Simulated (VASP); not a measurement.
Write the native input for VASP 6.6.1 that does the following.

```
Task                   : single point
Functional             : PBE
Potentials or basis    : VASP PAW PBE potentials, release 64 (Sb, Se)
Cutoff                 : 520 eV
k mesh                 : 6 × 6 × 6
Occupations            : gaussian, width 0.1 eV
Spin                   : no spin polarisation
Dipole correction      : no
Further INCAR settings : ALGO = Fast; EDIFF = 1e-07; NBANDS = 12
```

The structure of SbSe lies in POSCAR:

```
SbSe
1.0
    0.0000000000      2.4966129032      2.4966129032
    2.4966129032      0.0000000000      2.4966129032
    2.4966129032      2.4966129032      0.0000000000
Sb Se
1 1
Direct
    0.0000000000      0.0000000000      0.0000000000
    0.5000000000      0.5000000000      0.5000000000
```

These files were run (other wordings do the same):

INCAR

```
SYSTEM = SbSe
  PREC = Accurate
  ENCUT = 520
  EDIFF = 1E-7
  ISMEAR = 0
  SIGMA = 0.1
  LREAL = .FALSE.
  LASPH = .TRUE.
  NELM = 100
  ALGO = Fast
  ISIF = 2
  LWAVE = .FALSE.
  LCHARG = .FALSE.
  GGA = PE
  NBANDS = 12
```

KPOINTS

```
regular mesh
0
G
  6 6 6
  0 0 0
```

Potentials or basis: VASP PAW PBE potentials, release 64 (Sb, Se).

The run is started by

```bash
$ cat potpaw_PBE.64/Sb/POTCAR potpaw_PBE.64/Se/POTCAR > POTCAR
$ mpirun -np 1 vasp_std > vasp.out
```

It gave:

The pressure is 104.9 GPa. The band gap on the k mesh is zero (an odd number of electrons rules out a gap without spin polarisation).

Caveat: the k points lie up to 0.36 Å⁻¹ apart, too coarse for converged energies and pressures of a metal; spin-orbit coupling is left out, which moves the levels of the heavy elements.

Wall time 4.7 s on 1 thread of Intel(R) Xeon(R) 6975P-C (Granite Rapids) (shared host), peak memory 0.15 GiB.
